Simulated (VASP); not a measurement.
Runs of VASP 6.6.1 on Ga. The structure is that of space group P4_132 (No. 213), or close to it. The cells are those of the table. The cell was generated, and may not be a known phase.

```tsv
task	level	cell	k mesh	cutoff (eV)	gap on the mesh (eV)	pressure (GPa)	relaxed volume (Å³/atom)
single point	PBE	a = 4.224 Å, 4 atoms	4 × 4 × 4	520	none	6.4	-
relaxation of cell and atoms	PBE	relaxed from a = 4.224 Å, 4 atoms	4 × 4 × 4	600	none	-0.1	20.96
single point	PBE	a = 4.365 Å, 4 atoms	10 × 10 × 10	520	none	(b)	-
relaxation of cell and atoms	PBE	relaxed from a = 4.362 Å, 4 atoms	10 × 10 × 10	600	none	0.0	20.84
single point	r2SCAN	a = 4.365 Å, 4 atoms	10 × 10 × 10	520	none	(a)	-
```

Alike in all rows: potentials or basis VASP PAW PBE potentials, release 64 (Ga_d); no spin polarisation; smearing gaussian 0.1 eV.

Estimate the missing entries.

(a) -2.7; (b) 0.2.

Caveats: some runs use coarse meshes; the PAW data sets were made with another functional, which shifts forces and pressure a little (at least some runs).

A k mesh can miss the band edges, and the runs leave out spin-orbit coupling on Ga.

A gap of «none» marks levels without a gap at the run's occupations.
